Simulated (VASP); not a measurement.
Runs of VASP 6.6.1 on InSe. The structure is that of space group P6_3/mmc (No. 194), or close to it. The cells are those of the table. 

| level | potentials or basis | cell | gap on the mesh (eV) | pressure (GPa) | largest force (eV/Å) |
| --- | --- | --- | --- | --- | --- |
| LDA | VASP PAW LDA potentials, release 64 (In_d, Se) | a = 4.050, b = 4.050, c = 16.930 Å, angles 90.0, 90.0, 120.0°, 8 atoms | none | 3.5 | 2.63 |
| PBE | VASP PAW PBE potentials, release 64 (In_d, Se) | a = 4.087, b = 4.087, c = 18.526 Å, angles 90.0, 90.0, 120.0°, 8 atoms | (b) | 0.0 | 0.01 |
| LDA | VASP PAW LDA potentials, release 64 (In_d, Se) | a = 3.967, b = 3.967, c = 16.458 Å, angles 90.0, 90.0, 120.0°, 8 atoms | (a) | 0.1 | 0.03 |
| PBEsol | VASP PAW PBE potentials, release 64 (In_d, Se) | a = 4.050, b = 4.050, c = 16.930 Å, angles 90.0, 90.0, 120.0°, 8 atoms | none | 5.1 | 2.75 |

Alike in all rows: task single point; no spin polarisation; k mesh 8 × 8 × 2; cutoff (eV) 520; smearing fermi-dirac 0.05 eV.

Problem. Estimate the missing entries.

Solution. (a) 0.29; (b) 0.73.

Caveats: spin-orbit coupling is left out, which moves the levels of the heavy elements; forces of over 1 eV/Å act on the atoms, so gaps and moduli don't describe the material at rest (some runs); this functional lacks dispersion, which binds the layers, so the pressure and a relaxed spacing across them are unreliable (some runs); the PAW data sets were made with another functional, which shifts forces and pressure a little (some runs).

A k mesh can miss the band edges, and the runs leave out spin-orbit coupling on In, Se.

A gap of «none» marks levels without a gap at the run's occupations.
